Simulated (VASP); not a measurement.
Wanted: the native input for a VASP 6.6.1 run.

* Task: single point
* Functional: r2SCAN
* Potentials or basis: VASP PAW PBE potentials, release 64 (Pb_d, S)
* Cutoff: 520 eV
* k mesh: 8 × 8 × 8
* Occupations: gaussian, width 0.05 eV
* Spin: no spin polarisation
* Dipole correction: no
* Further INCAR settings: ALGO = Normal; EDIFF = 1e-06; NBANDS = 17

PbS:

```
Pb S
1.0
     0.00000    2.96500    2.96500
     2.96500    0.00000    2.96500
     2.96500    2.96500    0.00000
Pb S
1 1
Cartesian
  -0.0354 -0.0354 0.0000
  2.9650 2.9650 2.9650
```

These files were run (other wordings do the same):

POSCAR

```
PbS
1.0
    0.0000000000      2.9650000000      2.9650000000
    2.9650000000      0.0000000000      2.9650000000
    2.9650000000      2.9650000000      0.0000000000
Pb S
1 1
Direct
    0.0000000000      0.0000000000     -0.0119242290
    0.5000000000      0.5000000000      0.5000000000
```

INCAR.step1

```
PREC = Accurate ; ENCUT = 520
ISMEAR = 0 ; SIGMA = 0.05
LREAL = F ; LASPH = T
NELM = 100 ; NBANDS = 17
GGA = PE ; ALGO = Normal
EDIFF = 1E-4 ; LWAVE = T
LCHARG = F
```

INCAR.step2

```
PREC = Accurate ; ENCUT = 520
EDIFF = 1E-6 ; ISMEAR = 0
SIGMA = 0.05 ; LREAL = F
LASPH = T ; NELM = 100
ALGO = Normal ; ISIF = 2
LWAVE = F ; LCHARG = F
METAGGA = R2SCAN ; LMIXTAU = T
NBANDS = 17 ; ISTART = 1
```

KPOINTS

```
regular mesh
0
Gamma
  8 8 8
```

Potentials or basis: VASP PAW PBE potentials, release 64 (Pb_d, S).

Run with:

```bash
$ cat potpaw_PBE.64/Pb_d/POTCAR potpaw_PBE.64/S/POTCAR > POTCAR
$ cp INCAR.step1 INCAR
$ mpirun -np 1 vasp_std > vasp.out
$ cp INCAR.step2 INCAR
$ mpirun -np 1 vasp_std > vasp.out
```

It gave:

| Quantity | Value |
| --- | --- |
| Pressure | 1.4 GPa |
| Largest force | 0.022 eV/Å |
| Band gap on the k mesh | 0.62 eV |

Caveat: the PAW data sets were made with another functional, which shifts forces and pressure a little; spin-orbit coupling is left out, which moves the levels of the heavy elements.

Wall time 4.9 min on 1 thread of Intel Xeon 8259CL (shared host), peak memory 0.24 GiB.
